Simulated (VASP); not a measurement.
Here is a VASP 6.6.1 calculation.

The input INCAR:

```
  ALGO = Normal
  EDIFF = 1E-6
  ENCUT = 520
  GGA = PE
  ISIF = 2
  ISMEAR = -1
  LASPH = T
  LCHARG = F
  LREAL = Auto
  LWAVE = F
  NBANDS = 70
  NELM = 100
  PREC = Accurate
  SIGMA = 0.3
```

Contents of KPOINTS:

```
k-points
0
Gamma
  2 2 2
```

File POSCAR:

```
SiNi
1.0
    0.0000000000      4.6419370000      4.6419370000
    4.6419370000      0.0000000000      4.6419370000
    4.6419370000      4.6419370000      0.0000000000
Si Ni
8 8
Direct
    0.4422076388      0.4313070169      0.2710506411
    0.7515612556      0.5208601495      0.3864335083
    0.3379300495      0.9549784928      0.4631794874
    0.3662479693      0.1531903600      0.7713374826
    0.9850736880      0.9014448063      0.8483419745
    0.3920669324      0.7021530021      0.8992474478
    0.8562266140      0.3331260205      1.0768241792
    0.7481898182      0.7906289982      0.5981877824
    0.0811622390     -0.3295068416      0.2354943637
    0.7146370147      0.0048255717      0.2279220937
    0.2180016661      0.3343108707      0.1091247038
    0.0213380750      0.2990023346      0.6512906142
    0.6629021462      0.2320259840      0.7651008620
    0.2855165850      0.6028625550      0.5581183028
    1.0286007759      0.0318186137      0.3520728523
    0.5027427128      0.8578961757      0.1117421456
```

Potentials or basis: VASP PAW PBE potentials, release 64 (Si, Ni).

Run with:

```sh
$ cat potpaw_PBE.64/Si/POTCAR potpaw_PBE.64/Ni/POTCAR > POTCAR
$ mpirun -np 1 vasp_std > vasp.out
```

**Question.** Estimate the band gap on the k mesh.

**Answer.** Zero (band 56 reaches 10.56 eV, above the bottom of band 57 at 9.83 eV).

**Question.** What does it give for the largest force?

**Answer.** 2.726 eV/Å.

**Question.** Predict the pressure.

**Answer.** 5.9 GPa.

Forces on the atoms (eV/Å):
```
Si  -0.228  1.379 -2.006
Si  -0.535  0.091  0.362
Si   0.950  0.013  1.257
Si   1.150 -0.434 -0.094
Si  -0.150  0.173 -0.871
Si  -1.483 -1.106  0.765
Si  -1.683 -0.604  2.057
Si  -0.401  1.634  0.835
Ni   1.794 -0.276 -0.512
Ni   0.563 -1.841  0.477
Ni  -0.914 -0.170  0.597
Ni   0.285  0.560  1.873
Ni   0.779 -0.812 -1.158
Ni   0.254  0.904 -1.152
Ni   0.320  0.546 -2.294
Ni  -0.699 -0.058 -0.137
```

Caveat: the k points lie up to 0.59 Å⁻¹ apart; forces of over 1 eV/Å act on the atoms, so gaps and moduli don't describe the material at rest. Spin polarisation is off, so any magnetic state and its effect on volume and gap are missing.
